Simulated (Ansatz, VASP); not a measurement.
**One calculation of Re, two programs**

INCAR

```
  ALGO = Normal
  EDIFF = 1E-6
  ENCUT = 520
  GGA = CA
  ISIF = 2
  ISMEAR = -1
  LASPH = True
  LCHARG = False
  LREAL = False
  LWAVE = False
  NBANDS = 14
  NELM = 60
  PREC = Accurate
  SIGMA = 0.08
```

KPOINTS

```
k-points
0
Gamma
  18 18 10
```

The input POSCAR:

```
Re
1.0
    2.4092193053      0.0000000000      0.0000000000
   -1.2046096526      2.0864451217      0.0000000000
    0.0000000000      0.0000000000      3.8783041766
Re
2
Direct
    0.3333333333      0.6666666667      0.2500000000
    0.6666666667      0.3333333333      0.7500000000
```

Input for Ansatz:

```yaml
crystal:
  lattice:
    - [2.4092193053, 0.0, 0.0]
    - [-1.2046096526, 2.0864451217, 0.0]
    - [0.0, 0.0, 3.8783041766]
  atoms:
    - { symbol: Re, position: [0.3333333333, 0.6666666667, 0.25] }
    - { symbol: Re, position: [0.6666666667, 0.3333333333, 0.75] }
kpoints:
  mp_grid: { grid: [18, 18, 10] }
scf:
  occupations: { method: fermi_dirac, width: 0.08 }
hamiltonian:
  xc: lda
  pseudopotentials: { kind: paw }
output:
  forces: true
  stress: true
  eigenvalues: true
  populations: true
```

Change from the starting cell: volume scaled by 0.68, PAW files.

Alike in both runs: task single point; functional LDA; k mesh 18 × 18 × 10; occupations fermi-dirac, width 0.08 eV; no spin polarisation.

|  | VASP | Ansatz |
| --- | --- | --- |
| version | VASP 6.6.1 | Ansatz 0.2.0 |
| potentials or method | VASP PAW LDA potentials, release 64 (Re) | PAW with Ansatz's default frozen-core files, scalar-relativistic |
| plane-wave cutoff (eV) | 520 | 420 |
| valence electrons in the cell | 14 | 30 |

```tsv
	VASP	Ansatz	Ansatz less VASP
pressure (GPa)	366.0	351.3	-14.70
traceless stress, the component that is largest in VASP (GPa)	-0.92	-0.01	+0.915
```

LDA's correlation is that of Perdew and Zunger in VASP and of Perdew and Wang (1992) in Ansatz. Both programs put the cell under a high pressure, so it lies far from rest at this level. VASP's potentials hold 14 valence electrons a cell and Ansatz's 30, so a difference there can come from the potentials and not from the codes.

Spin-orbit coupling is off throughout. Noted on VASP's run: the cell as given lies far from equilibrium.
